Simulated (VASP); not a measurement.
Here is a VASP 6.6.1 calculation.

INCAR

```
SYSTEM = Be
  PREC = Accurate
  ENCUT = 600
  EDIFF = 1E-6
  ISMEAR = -1
  SIGMA = 0.1
  LREAL = .FALSE.
  LASPH = .TRUE.
  NELM = 80
  ALGO = Normal
  ISIF = 3
  LWAVE = .FALSE.
  LCHARG = .FALSE.
  GGA = PS
  IBRION = 2
  NSW = 60
  EDIFFG = -0.005
  PSTRESS = 800.0
```

Contents of KPOINTS:

```
regular mesh
0
G
  21 21 21
  0 0 0
```

Contents of POSCAR:

```
Be
1.0
    1.7825367690      0.0000000000      0.0000000000
    0.0000000000      1.7825367690      0.0000000000
    0.0000000000      0.0000000000      1.7825367690
Be
1
Direct
    0.0000000000      0.0000000000      0.0000000000
```

Potentials or basis: VASP PAW PBE potentials, release 64 (Be).

Launch:

```bash
$ cat potpaw_PBE.64/Be/POTCAR > POTCAR
$ mpirun -np 1 vasp_std > vasp.out
```

Task: Predict the band gap on the k mesh.

Result: Zero (bands 1 and 2 overlap by 7.82 eV).

Task: Predict the relaxed volume.

Result: 6.32 Å³/atom.

Task: Predict the space group after relaxing (to 0.1 Å).

Result: Pm-3m (No. 221).

Final structure:
```yaml
crystal:
  lattice:
    - [1.84845, 0.00000, 0.00000]
    - [0.00000, 1.84845, 0.00000]
    - [0.00000, 0.00000, 1.84845]
  atoms:
    - { symbol: Be, position: [0.00000, 0.00000, 0.00000] }
```

Caveat: the cell is relaxed towards a set pressure, so the run minimises the enthalpy, not the energy; the PAW data sets were made with another functional, which shifts forces and pressure a little.
